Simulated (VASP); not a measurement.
# Pd (Fm-3m) in VASP: a series of runs, part 2 of 2

VASP 6.6.1.

## (3) Single point, PBE

This run uses another cell than the first one, of 15.39 Å³/atom, 0.990 times its volume.

INCAR reads:

```
SYSTEM = Pd
  PREC = Accurate
  ENCUT = 520
  EDIFF = 1E-7
  ISMEAR = 0
  SIGMA = 0.05
  LREAL = .FALSE.
  LASPH = .TRUE.
  NELM = 100
  ALGO = Normal
  ISIF = 2
  LWAVE = .FALSE.
  LCHARG = .TRUE.
  GGA = PE
  LELF = .TRUE.
  LVHAR = .TRUE.
  NBANDS = 11
```

KPOINTS reads:

```
Automatic mesh
0
G
  8 8 8
  0 0 0
```

POSCAR reads:

```
Pd
1.0
    0.0000000000      1.9742795197      1.9742795197
    1.9742795197      0.0000000000      1.9742795197
    1.9742795197      1.9742795197      0.0000000000
Pd
1
Direct
    0.0000000000      0.0000000000      0.0000000000
```

Potentials or basis: VASP PAW PBE potentials, release 64 (Pd).

Started as:

```bash
$ cat potpaw_PBE.64/Pd/POTCAR > POTCAR
$ mpirun -np 1 vasp_std > vasp.out
```

OUTCAR:

```text
SYSTEM = Pd
   PREC = Accurate
   ENCUT = 520
   EDIFF = 1E-7
   ISMEAR = 0
   LREAL = .FALSE.
   LASPH = .TRUE.
   NELM = 100
   ISIF = 2
   GGA = PE

 ion  position               nearest neighbor table
   1  0.000  0.000  0.000-

  LATTYP: Found a face centered cubic cell.
 ALAT       =     3.9485590394

  Lattice vectors:

 A1 = (   0.0000000000,   1.9742795197,   1.9742795197)
 A2 = (   1.9742795197,   0.0000000000,   1.9742795197)
 A3 = (   1.9742795197,   1.9742795197,   0.0000000000)

Analysis of symmetry for initial positions (statically):
=====================================================================
 Subroutine PRICEL returns:
 Original cell was already a primitive cell.

 Routine SETGRP: Setting up the symmetry group for a
 face centered cubic supercell.

 Subroutine GETGRP returns: Found 48 space group operations
[... 9 lines left out ...]

 Routine SETGRP: Setting up the symmetry group for a
 face centered cubic supercell.

 Subroutine GETGRP returns: Found 48 space group operations
[... 11 lines left out ...]
                                     Primitive cell

  volume of cell :      15.3906

  direct lattice vectors                    reciprocal lattice vectors
     0.000000000  1.974279520  1.974279520    -0.253256945  0.253256945  0.253256945
     1.974279520  0.000000000  1.974279520     0.253256945 -0.253256945  0.253256945
     1.974279520  1.974279520  0.000000000     0.253256945  0.253256945 -0.253256945

  length of vectors
     2.792052873  2.792052873  2.792052873     0.438653896  0.438653896  0.438653896

  position of ions in fractional coordinates (direct lattice)
     0.000000000  0.000000000  0.000000000

  ion indices of the primitive-cell ions
   primitive index   ion index
                 1           1

----------------------------------------------------------------------------------------

 KPOINTS: Automatic mesh

Automatic generation of k-mesh.
 Grid dimensions read from file:
 generate k-points for:    8    8    8

 Generating k-lattice:

  Cartesian coordinates                     Fractional coordinates (reciprocal lattice)
    -0.031657118  0.031657118  0.031657118     0.125000000  0.000000000  0.000000000
     0.031657118 -0.031657118  0.031657118     0.000000000  0.125000000  0.000000000
     0.031657118  0.031657118 -0.031657118     0.000000000  0.000000000  0.125000000

  Length of vectors
     0.054831737  0.054831737  0.054831737

  Shift w.r.t. Gamma in fractional coordinates (k-lattice)
     0.000000000  0.000000000  0.000000000

 Subroutine IBZKPT returns following result:
 ===========================================

 Found     29 irreducible k-points:

 Following reciprocal coordinates:
            Coordinates               Weight
  0.000000  0.000000  0.000000      1.000000
  0.125000  0.000000  0.000000      8.000000
  0.250000  0.000000  0.000000      8.000000
  0.375000  0.000000  0.000000      8.000000
  0.500000  0.000000  0.000000      4.000000
  0.125000  0.125000  0.000000      6.000000
[... 16 lines left out ...]
  0.500000  0.250000  0.125000     48.000000
 -0.375000  0.250000  0.125000     24.000000
 [... further k-points ...]
   k-points           NKPTS =     29   k-points in BZ     NKDIM =     29   number of bands    NBANDS=     11
   number of dos      NEDOS =    301   number of ions     NIONS =      1
   total plane-waves  NPLWV =  13824
   dimension x,y,z NGX =    24 NGY =   24 NGZ =   24
   dimension x,y,z NGXF=    48 NGYF=   48 NGZF=   48
   ions per type =               1
   NGX,Y,Z   is equivalent  to a cutoff of  14.29, 14.29, 14.29 a.u.
   NGXF,Y,Z  is equivalent  to a cutoff of  28.58, 28.58, 28.58 a.u.
 SYSTEM =  Pd
   PREC   = accura    normal or accurate (medium, high low for compatibility)
   ISTART =      0    job   : 0-new  1-cont  2-samecut
   ICHARG =      2    charge: 1-file 2-atom 10-const
   ISPIN  =      1    spin polarized calculation?
   LNONCOLLINEAR =      F non collinear calculations
   LSORBIT =      F    spin-orbit coupling
   LASPH  =      T    aspherical Exc in radial PAW
   ENCUT  =  520.0 eV  38.22 Ry    6.18 a.u.   5.19  5.19  5.19*2*pi/ulx,y,z
   NELM   =    100;   NELMIN=  2; NELMDL= -5     # of ELM steps
   EDIFF  = 0.1E-06   stopping-criterion for ELM
   LREAL  =      F    real-space projection
   EDIFFG = 0.1E-05   stopping-criterion for IOM
   NSW    =      0    number of steps for IOM
   IBRION =     -1    ionic relax: 0-MD 1-quasi-New 2-CG
   NFREE  =      0    steps in history (QN), initial steepest desc. (CG)
   ISIF   =      2    stress and relaxation
   ISYM   =      2    0-nonsym 1-usesym 2-fastsym
   POTIM  = 0.5000    time-step for ionic-motion
   TEBEG  =    0.0;   TEEND  =   0.0 temperature during run
   PSTRESS=    0.0 pullay stress
   NELECT =      10.0000    total number of electrons
   NUPDOWN=      -1.0000    fix difference up-down
   EMIN   =  10.00;   EMAX   =-10.00  energy-range for DOS
   EFERMI =   0.00;   METHOD = LEGACY
   ISMEAR =     0;   SIGMA  =   0.05  broadening in eV -4-tet -1-fermi 0-gaus
   EFERMI_NEDOS =   21; number of points for ismear=-14 and -15
   IALGO  =     38    algorithm
   IMIX   =      4    mixing-type and parameters
     AMIX     =   0.40;   BMIX     =  1.00
     AMIX_MAG =   1.60;   BMIX_MAG =  1.00
  volume/ion in A,a.u.               =      15.39       103.86
  Fermi-wavevector in a.u.,A,eV,Ry     =   1.417935  2.679508 27.355036  2.010538
  Thomas-Fermi vector in A             =   2.539113
   LORBIT       =      0    0 simple, 1 ext, 2 COOP (PROOUT), +10 PAW based schemes
   GGA     = PE    functional components
   LHFCALC =     F    Hartree Fock is set to
   AEXX    =    0.0000 exact exchange contribution
   IVDW    =     0    specifies the selected vdW correction
   LEPSILON=     F    determine dielectric tensor
   LRPA    =     F    only Hartree local field effects (RPA)
 non-spin polarized calculation
 Gauss-broadening in eV      SIGMA  =   0.05
  energy-cutoff  :      520.00
  volume of cell :       15.39
 maximum number of plane-waves:       428
 NGX is ok and might be reduce to    24
   NGX = 11   NGY = 11   NGZ = 11

 number of electron      10.0000000 magnetization

 Free energy of the ion-electron system (eV)
  ---------------------------------------------------
  ext. energy  EPLUGINS =         0.00000000
  ---------------------------------------------------
  free energy    TOTEN  =        -5.19949995 eV

  energy without entropy =       -5.19590626  energy(sigma->0) =       -5.19770311

 E-fermi :   9.1684     XC(G=0): -12.9140

 val. band max:        9.1367424004   @ k =  -0.3750   0.3750   0.1250
 cond. band min:       9.1771411470   @ k =   0.5000   0.2500   0.0000
 fundamental gap:      0.0403987466
 Fermi energy:         9.1684312472

 k-point     1 :       0.0000    0.0000    0.0000
  band No.  band energies     occupation
      1       2.2678      2.00000
      2       6.4672      2.00000
      3       6.4672      2.00000
      4       6.4672      2.00000
      5       7.9666      2.00000
      6       7.9666      2.00000
      7      26.2481      0.00000
      8      30.7769      0.00000
      9      30.7769      0.00000
     10      30.7769      0.00000
     11      35.4772      0.00000

 k-point     2 :       0.1250    0.0000    0.0000
  band No.  band energies     occupation
      1       2.7965      2.00000
      2       6.3102      2.00000
      3       6.6289      2.00000
      4       6.6289      2.00000
      5       7.9059      2.00000
      6       7.9059      2.00000
      7      26.5790      0.00000
      8      28.1204      0.00000
      9      31.3275      0.00000
     10      31.3275      0.00000
     11      35.6709      0.00000
[... 295 lines left out ...]
 k-point    24 :      -0.3750    0.2500    0.1250
  band No.  band energies     occupation
      1       5.0231      2.00000
      2       5.7294      2.00000
      3       6.8421      2.00000
      4       7.2786      2.00000
      5       8.9702      2.00000
      6      13.8343      0.00000
      7      16.1896      0.00000
      8      24.4422      0.00000
      9      24.6444      0.00000
     10      29.9344      0.00000
     11      35.3905      0.00000

 [... further k-points ...]

------------------------ aborting loop because EDIFF is reached ----------------------------------------

  FORCE on cell =-STRESS in cart. coord.  units (eV):
  Direction    XX          YY          ZZ          XY          YZ          ZX
  --------------------------------------------------------------------------------------
  -------------------------------------------------------------------------------------
  Total       -0.0303844     -0.0303844     -0.0303844     -0.0000000      0.0000000      0.0000000
  in kB       -3.1630415     -3.1630415     -3.1630415     -0.0000000      0.0000000      0.0000000
  external PRESSURE =      -3.1630415 kB  Pullay stress =       0.0000000 kB

 VOLUME and BASIS-vectors are now :
 -----------------------------------------------------------------------------
  energy-cutoff  :      520.00
  volume of cell :       15.39
      direct lattice vectors                 reciprocal lattice vectors
     0.000000000  1.974279520  1.974279520    -0.253256945  0.253256945  0.253256945
     1.974279520  0.000000000  1.974279520     0.253256945 -0.253256945  0.253256945
     1.974279520  1.974279520  0.000000000     0.253256945  0.253256945 -0.253256945

 POSITION                                       TOTAL-FORCE (eV/Angst)
 -----------------------------------------------------------------------------------
      0.00000      0.00000      0.00000        -0.000000      0.000000     -0.000000
 -----------------------------------------------------------------------------------
    total drift:                               -0.000000      0.000000     -0.000000

  FREE ENERGIE OF THE ION-ELECTRON SYSTEM (eV)
  ---------------------------------------------------
  free  energy   TOTEN  =        -5.1994999517 eV

  energy  without entropy=       -5.1959062599  energy(sigma->0) =       -5.19770311
```

stdout:

```text
POSCAR found type information on POSCAR Pd
 POSCAR found :  1 types and       1 ions
 scaLAPACK will be used
 LDA part: xc-table for (Slater+PW92), standard interpolation
 POSCAR, INCAR and KPOINTS ok, starting setup
 FFT: planning ... GRIDC
 FFT: planning ... GRID_SOFT
 FFT: planning ... GRID
 WAVECAR not read
 entering main loop
```

Run time: 5.5 s. Hardware: 1 thread of Intel Xeon Platinum 8488C (Sapphire Rapids), shared host; peak memory 0.14 GiB.

What came out:

* Free energy: -5.1995 eV
* Pressure: -0.3 GPa
* Band gap on the k mesh: zero (band 5 reaches 9.39 eV, above the bottom of band 6 at 7.91 eV)
